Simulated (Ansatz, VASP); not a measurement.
## WSe2 in VASP and in Ansatz

Contents of POSCAR:

```
WSe2
1.0
    3.2149914222      0.0000000000      0.0000000000
   -1.6074957111      2.7842642446      0.0000000000
    0.0000000000      0.0000000000     28.9060882436
W Se
3 6
Direct
    0.6666666667      0.3333333333      0.0000000000
    0.3333333333      0.6666666667      0.7699395294
    0.3333333333      0.6666666667      0.2300604706
    0.3333333333      0.6666666667      0.0557735259
    0.6666666667      0.3333333333      0.8257181867
    0.6666666667      0.3333333333      0.2857987534
    0.3333333333      0.6666666667      0.9442264741
    0.6666666667      0.3333333333      0.7142012466
    0.6666666667      0.3333333333      0.1742818133
```

The input INCAR.step1:

```
SYSTEM = WSe2
  PREC = Accurate
  ENCUT = 520
  ISMEAR = 0
  SIGMA = 0.05
  LREAL = .False.
  LASPH = .True.
  NELM = 60
  NBANDS = 49
  GGA = PE
  ALGO = Normal
  EDIFF = 1E-4
  LWAVE = .True.
  LCHARG = .False.
```

Contents of INCAR.step2:

```
SYSTEM = WSe2
  PREC = Accurate
  ENCUT = 520
  EDIFF = 1E-6
  ISMEAR = 0
  SIGMA = 0.05
  LREAL = .False.
  LASPH = .True.
  NELM = 60
  ALGO = Normal
  ISIF = 2
  LWAVE = .False.
  LCHARG = .False.
  METAGGA = R2SCAN
  LMIXTAU = .True.
  NBANDS = 49
  ISTART = 1
```

Contents of KPOINTS:

```
regular mesh
0
Gamma
  12 12 1
  0 0 0
```

Input for Ansatz:

```yaml
crystal:
  lattice:
    - [3.2149914222, 0.0, 0.0]
    - [-1.6074957111, 2.7842642446, 0.0]
    - [0.0, 0.0, 28.9060882436]
  atoms:
    - { symbol: W, position: [0.6666666667, 0.3333333333, 0.0] }
    - { symbol: W, position: [0.3333333333, 0.6666666667, 0.7699395294] }
    - { symbol: W, position: [0.3333333333, 0.6666666667, 0.2300604706] }
    - { symbol: Se, position: [0.3333333333, 0.6666666667, 0.0557735259] }
    - { symbol: Se, position: [0.6666666667, 0.3333333333, 0.8257181867] }
    - { symbol: Se, position: [0.6666666667, 0.3333333333, 0.2857987534] }
    - { symbol: Se, position: [0.3333333333, 0.6666666667, 0.9442264741] }
    - { symbol: Se, position: [0.6666666667, 0.3333333333, 0.7142012466] }
    - { symbol: Se, position: [0.6666666667, 0.3333333333, 0.1742818133] }
basis:
  ecutwfc: 500
kpoints:
  mp_grid: { grid: [12, 12, 1] }
hamiltonian:
  xc: r2scan
scf:
  occupations: { method: gaussian, width: 0.05 }
output:
  forces: true
  stress: true
  eigenvalues: true
  write_density: true
  write_potential: true
  elf: true
  volumetric_format: npy
```

Change from the starting cell: strain -0.030 along x and y, -0.030 along z, atoms carried along.

Alike in both runs: task single point; functional r2SCAN; k mesh 12 × 12 × 1; occupations gaussian, width 0.05 eV; no spin polarisation.

```csv
,VASP,Ansatz
version,VASP 6.6.1,Ansatz 0.2.0
potentials or method,"VASP PAW PBE potentials, release 64 (W_sv, Se), cutoff 520 eV","scalar-relativistic, plane waves, PAW"
valence electrons in the cell,78,138
```

Ansatz gave:

```
gap on the k mesh at the Fermi level (eV) : 1.56
least direct gap on the mesh (eV)         : 1.82
rms of the force components (eV/Å)        : 0.836
```

What did VASP give for the same quantities?

gap on the k mesh at the Fermi level (eV): 1.56; least direct gap on the mesh (eV): 1.81; rms of the force components (eV/Å): 0.868.

VASP's potentials were made for PBE, not for r2SCAN. Atom by atom the forces differ by 0.031 eV/Å (rms over components). VASP's potentials hold 78 valence electrons a cell and Ansatz's 138, so a difference there can come from the potentials and not from the codes. Ansatz's warnings: xc potential rough in thin density.

Spin-orbit coupling is off throughout.
